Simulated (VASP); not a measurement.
# In (Cmmm) in VASP: notebook

In is run at these levels: PBE; tasks: single point.

Program: VASP 6.6.1. These are calculated values, not measurements. Logs are shortened: lines on timing, memory, paths and dates and some standing lists are left out, and cuts for length are marked.

### Step 1. The cell of the first run

It takes space group Cmmm (No. 65, orthorhombic). The conventional cell has a = 6.380 Å, b = 6.445 Å, c = 7.328 Å, α = 90.00°, β = 90.00°, γ = 90.00°. Within 4.0 Å of In (site symmetry 2) lie 7 In at 3.02 to 3.22 Å. In (site symmetry mmm) has 8 In at 3.13 Å within 4.1 Å.

### Step 2. Single point, PBE

INCAR

```
SYSTEM = In
PREC = Accurate ; ENCUT = 520
EDIFF = 1E-6 ; ISMEAR = 0
SIGMA = 0.1 ; LREAL = .FALSE.
LASPH = .TRUE. ; NELM = 100
ALGO = Normal ; ISIF = 2
LWAVE = .FALSE. ; LCHARG = .TRUE.
GGA = PE ; LELF = .TRUE.
LVHAR = .TRUE. ; NBANDS = 40
```

KPOINTS

```
regular mesh
0
G
  4 4 4
  0 0 0
```

POSCAR

```
In
1.0
    3.1900317848     -3.2223681346      0.0000000000
    3.1900317848      3.2223681346      0.0000000000
    0.0000000000      0.0000000000      7.3281067800
In
5
Direct
    0.5000000000      0.0000000000      0.2942771971
    0.0000000000      0.5000000000      0.7057228029
    0.0000000000      0.5000000000      0.2942771971
    0.5000000000      0.0000000000      0.7057228029
    0.0000000000      0.0000000000      0.0000000000
```

Potentials or basis: VASP PAW PBE potentials, release 64 (In_d).

The run is started by

```sh
$ cat potpaw_PBE.64/In_d/POTCAR > POTCAR
$ mpirun -np 1 vasp_std > vasp.out
```

OUTCAR:

```text
SYSTEM = In
   PREC = Accurate
   ENCUT = 520
   EDIFF = 1E-6
   ISMEAR = 0
   LREAL = .FALSE.
   LASPH = .TRUE.
   NELM = 100
   ISIF = 2
   GGA = PE

 ion  position               nearest neighbor table
   1  0.500  0.000  0.294-   4 3.02   5 3.13   5 3.13   3 3.19   3 3.19   3 3.22   3 3.22
   2  0.000  0.500  0.706-   3 3.02   5 3.13   5 3.13   4 3.19   4 3.19   4 3.22   4 3.22
   3  0.000  0.500  0.294-   2 3.02   5 3.13   5 3.13   1 3.19   1 3.19   1 3.22   1 3.22
   4  0.500  0.000  0.706-   1 3.02   5 3.13   5 3.13   2 3.19   2 3.19   2 3.22   2 3.22
   5  0.000  0.000  0.000-   1 3.13   2 3.13   3 3.13   4 3.13   2 3.13   3 3.13   1 3.13   4 3.13

  LATTYP: Found a base centered orthorhombic cell.
 ALAT       =     6.3800635696
 B/A-ratio  =     1.0101366858
 C/A-ratio  =     1.1485946339

  Lattice vectors:

 A1 = (   3.1900317848,  -3.2223681346,   0.0000000000)
 A2 = (   3.1900317848,   3.2223681346,   0.0000000000)
 A3 = (   0.0000000000,   0.0000000000,   7.3281067800)

Analysis of symmetry for initial positions (statically):
=====================================================================
 Subroutine PRICEL returns:
 Original cell was already a primitive cell.

 Routine SETGRP: Setting up the symmetry group for a
 base centered orthorhombic supercell.

 Subroutine GETGRP returns: Found  8 space group operations
 (whereof  8 operations were pure point group operations)
 out of a pool of  8 trial point group operations.

The static configuration has the point symmetry D_2h.

Analysis of symmetry for dynamics (positions and initial velocities):
=====================================================================
 Subroutine PRICEL returns:
 Original cell was already a primitive cell.

 Routine SETGRP: Setting up the symmetry group for a
 base centered orthorhombic supercell.

 Subroutine GETGRP returns: Found  8 space group operations
 (whereof  8 operations were pure point group operations)
 out of a pool of  8 trial point group operations.

The dynamic configuration has the point symmetry D_2h.

 Subroutine INISYM returns: Found  8 space group operations
 (whereof  8 operations are pure point group operations),
 and found     1 'primitive' translations

----------------------------------------------------------------------------------------

                                     Primitive cell

  volume of cell :     150.6579
[... 91 lines left out ...]
   EDIFF  = 0.1E-05   stopping-criterion for ELM
   LREAL  =      F    real-space projection
   EDIFFG = 0.1E-04   stopping-criterion for IOM
   NSW    =      0    number of steps for IOM
   IBRION =     -1    ionic relax: 0-MD 1-quasi-New 2-CG
   NFREE  =      0    steps in history (QN), initial steepest desc. (CG)
   ISIF   =      2    stress and relaxation
   ISYM   =      2    0-nonsym 1-usesym 2-fastsym
   POTIM  = 0.5000    time-step for ionic-motion
   TEBEG  =    0.0;   TEEND  =   0.0 temperature during run
   PSTRESS=    0.0 pullay stress
   NELECT =      65.0000    total number of electrons
   NUPDOWN=      -1.0000    fix difference up-down
   EMIN   =  10.00;   EMAX   =-10.00  energy-range for DOS
   EFERMI =   0.00;   METHOD = LEGACY
   ISMEAR =     0;   SIGMA  =   0.10  broadening in eV -4-tet -1-fermi 0-gaus
   EFERMI_NEDOS =   21; number of points for ismear=-14 and -15
   IALGO  =     38    algorithm
   IMIX   =      4    mixing-type and parameters
     AMIX     =   0.40;   BMIX     =  1.00
     AMIX_MAG =   1.60;   BMIX_MAG =  1.00
  volume/ion in A,a.u.               =      30.13       203.34
  Fermi-wavevector in a.u.,A,eV,Ry     =   1.237035  2.337657 20.820389  1.530255
  Thomas-Fermi vector in A             =   2.371619
   LORBIT       =      0    0 simple, 1 ext, 2 COOP (PROOUT), +10 PAW based schemes
   GGA     = PE    functional components
   LHFCALC =     F    Hartree Fock is set to
   AEXX    =    0.0000 exact exchange contribution
   IVDW    =     0    specifies the selected vdW correction
   LEPSILON=     F    determine dielectric tensor
   LRPA    =     F    only Hartree local field effects (RPA)
 non-spin polarized calculation
 Gauss-broadening in eV      SIGMA  =   0.10
  energy-cutoff  :      520.00
  volume of cell :      150.66
 maximum number of plane-waves:      4080
 NGX is ok and might be reduce to    36
   NGX = 17   NGY = 17   NGZ = 27

 number of electron      65.0000026 magnetization

 Free energy of the ion-electron system (eV)
  ---------------------------------------------------
  ext. energy  EPLUGINS =         0.00000000
  ---------------------------------------------------
  free energy    TOTEN  =       -12.37511637 eV

  energy without entropy =      -12.36609901  energy(sigma->0) =      -12.37060769

 E-fermi :   5.9992     XC(G=0):  -9.4611

 val. band max:        5.8777695923   @ k =   0.5000   0.2500   0.5000
 cond. band min:       6.0267524789   @ k =   0.2500   0.0000   0.2500
 fundamental gap:      0.1489828867
 Fermi energy:         5.9991828616

 k-point     1 :       0.0000    0.0000    0.0000
  band No.  band energies     occupation
      1      -8.9441      2.00000
      2      -8.9285      2.00000
      3      -8.8797      2.00000
      4      -8.8744      2.00000
      5      -8.8672      2.00000
      6      -8.8147      2.00000
[... 892 lines left out ...]
     39       9.2465      0.00000
     40      11.0639      0.00000

------------------------ aborting loop because EDIFF is reached ----------------------------------------

  FORCE on cell =-STRESS in cart. coord.  units (eV):
  Direction    XX          YY          ZZ          XY          YZ          ZX
  --------------------------------------------------------------------------------------
  -------------------------------------------------------------------------------------
  Total        0.2638720     -0.2790396      0.2470138     -0.0000000      0.0000000      0.0000000
  in kB        2.8061569     -2.9674577      2.6268773     -0.0000000      0.0000000      0.0000000
  external PRESSURE =       0.8218588 kB  Pullay stress =       0.0000000 kB

 VOLUME and BASIS-vectors are now :
 -----------------------------------------------------------------------------
  energy-cutoff  :      520.00
  volume of cell :      150.66
      direct lattice vectors                 reciprocal lattice vectors
     3.190031785 -3.222368135  0.000000000     0.156738250 -0.155165387  0.000000000
     3.190031785  3.222368135  0.000000000     0.156738250  0.155165387  0.000000000
     0.000000000  0.000000000  7.328106780     0.000000000  0.000000000  0.136460894

 POSITION                                       TOTAL-FORCE (eV/Angst)
 -----------------------------------------------------------------------------------
      1.59502     -1.61118      2.15649         0.000000      0.000000     -0.000369
      1.59502      1.61118      5.17161         0.000000      0.000000      0.000369
      1.59502      1.61118      2.15649         0.000000     -0.000000     -0.000369
      1.59502     -1.61118      5.17161        -0.000000     -0.000000      0.000369
      0.00000      0.00000      0.00000         0.000000     -0.000000      0.000000
 -----------------------------------------------------------------------------------
    total drift:                                0.000000      0.000000     -0.000000

  FREE ENERGIE OF THE ION-ELECTRON SYSTEM (eV)
  ---------------------------------------------------
  free  energy   TOTEN  =       -12.3751163683 eV

  energy  without entropy=      -12.3660990094  energy(sigma->0) =      -12.37060769
```

stdout:

```text
POSCAR found type information on POSCAR In
 POSCAR found :  1 types and       5 ions
 scaLAPACK will be used
 LDA part: xc-table for (Slater+PW92), standard interpolation
 POSCAR, INCAR and KPOINTS ok, starting setup
 FFT: planning ... GRIDC
 FFT: planning ... GRID_SOFT
 FFT: planning ... GRID
 WAVECAR not read
 entering main loop
```

Run time: 53 s. Hardware: 1 thread of AMD EPYC 9R45 (Zen 5), shared host; peak memory 0.26 GiB.

Results:

| Item | Value |
| --- | --- |
| Free energy | -12.3751 eV |
| Pressure | 0.1 GPa |

Levels at points of the mesh, in eV from the Fermi level:
| k point | band 31 | band 32 | band 33 | band 34 | band 35 | band 36 |
| --- | --- | --- | --- | --- | --- | --- |
| (0.00, 0.00, 0.00) | -1.12 | 0.21 | 1.01 | 1.11 | 1.75 | 1.94 |
| (0.50, 0.00, 0.00) | -2.06 | 0.45 | 1.62 | 1.82 | 2.36 | 2.94 |
| (0.50, 0.50, 0.00) | -2.80 | -2.60 | -1.58 | -1.50 | -1.07 | -0.56 |
| (0.00, 0.00, 0.50) | -0.63 | -0.42 | -0.37 | -0.37 | -0.28 | 2.97 |
| (0.50, 0.00, 0.50) | -0.43 | 0.78 | 0.92 | 0.93 | 1.84 | 2.04 |
| (0.50, 0.50, 0.50) | -3.53 | -2.56 | -1.58 | 1.33 | 1.42 | 1.53 |

Caveat: spin-orbit coupling is left out, which moves the levels of the heavy elements.

### Step 3. Single point, PBE

This run uses another cell than the first one, of 30.28 Å³/atom, 1.005 times its volume.

INCAR

```
PREC = Accurate
ENCUT = 520
EDIFF = 1E-6
ISMEAR = 0
SIGMA = 0.1
LREAL = False
LASPH = True
NELM = 100
ALGO = Normal
ISIF = 2
LWAVE = False
LCHARG = True
GGA = PE
LELF = True
LVHAR = True
NBANDS = 40
```

KPOINTS

```
regular mesh
0
Gamma
  8 8 6
```

POSCAR

```
In
1.0
    3.2084219787     -3.2124674578      0.0000000000
    3.2084219787      3.2124674578      0.0000000000
    0.0000000000      0.0000000000      7.3455589819
In
5
Direct
    0.5000000000      0.0000000000      0.2935840044
    0.0000000000      0.5000000000      0.7064159956
    0.0000000000      0.5000000000      0.2935840044
    0.5000000000      0.0000000000      0.7064159956
    0.0000000000      0.0000000000      0.0000000000
```

Potentials or basis: VASP PAW PBE potentials, release 64 (In_d).

The run is started by

```sh
$ cat potpaw_PBE.64/In_d/POTCAR > POTCAR
$ mpirun -np 1 vasp_std > vasp.out
```

It took 4.8 min on 1 thread of AMD EPYC 9R45 (Zen 5), shared host; peak memory 0.45 GiB.

It converged, with:

```
Free energy : -12.3496 eV
Pressure    : 0.0 GPa
```

Forces in eV/Å, atoms in the order of the input:
```
In   0.000  0.000  0.003
In   0.000  0.000 -0.003
In   0.000  0.000  0.003
In   0.000  0.000 -0.003
In   0.000  0.000  0.000
```

Levels at points of the mesh, in eV from the Fermi level:
| k point | band 29 | band 30 | band 31 | band 32 | band 33 | band 34 | band 35 | band 36 |
| --- | --- | --- | --- | --- | --- | --- | --- | --- |
| (0.00, 0.00, 0.00) | -2.05 | -1.04 | -1.03 | 0.28 | 1.15 | 1.16 | 1.84 | 2.04 |
| (0.50, 0.00, 0.00) | -4.20 | -3.66 | -1.94 | 0.55 | 1.74 | 1.91 | 2.47 | 3.02 |
| (0.50, 0.50, 0.00) | -3.03 | -3.01 | -2.67 | -2.49 | -1.43 | -1.42 | -0.96 | -0.44 |
| (0.00, 0.00, 0.50) | -1.87 | -1.75 | -0.55 | -0.30 | -0.29 | -0.21 | -0.20 | 3.06 |
| (0.50, 0.00, 0.50) | -5.35 | -0.97 | -0.32 | 0.88 | 1.01 | 1.02 | 1.95 | 2.16 |
| (0.50, 0.50, 0.50) | -4.40 | -4.38 | -3.41 | -2.42 | -1.47 | 1.47 | 1.48 | 1.62 |

Caveat: spin-orbit coupling is left out, which moves the levels of the heavy elements.
